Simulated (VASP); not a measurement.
## Cu: single point with r2SCAN

Cu:

```xyz
2
Lattice="1.2049 -3.9359 0.0000 1.2049 3.9359 0.0000 0.0000 0.0000 2.4541" Properties=species:S:1:pos:R:3 pbc="T T T"
Cu    1.2049    2.8849    0.6135
Cu    1.2049   -2.8849    1.8405
```

| Property | Result |
| --- | --- |
| Program | VASP 6.6.1 |
| Task | single point |
| Functional | r2SCAN |
| Potentials or basis | VASP PAW PBE potentials, release 64 (Cu) |
| Cutoff | 660 eV |
| k mesh | 13 × 13 × 12 |
| Occupations | fermi-dirac, width 0.1 eV |
| Spin | no spin polarisation |

The pressure is 5.7 GPa and the band gap on the k mesh is zero (bands 11 and 12 overlap by 6.05 eV).

Forces in eV/Å, atoms in the order of the input:
```
Cu   0.000  0.002  0.000
Cu   0.000 -0.002  0.000
```

Stress tensor (GPa, compression positive):
```
5.57 0.00 0.00
0.00 5.68 0.00
0.00 0.00 5.74
```

Levels at points of the mesh, in eV from the Fermi level:
```tsv
k point	band 7	band 8	band 9	band 10	band 11	band 12	band 13	band 14	band 15	band 16
(0.00, 0.00, 0.00)	-2.50	-2.19	-1.99	-1.85	-1.55	-0.09	5.25	15.73	19.74	20.58
(0.00, 0.00, 0.50)	-2.92	-2.92	-1.86	-1.86	-0.01	-0.01	8.75	8.75	10.09	10.09
```

Wall time 29 min on 1 thread of AMD EPYC 9755 128-Core Processor, with other jobs on the host, peak memory 0.27 GiB.

Caveat: the cell stands under pressure; the PAW data sets were made with another functional, which shifts forces and pressure a little.
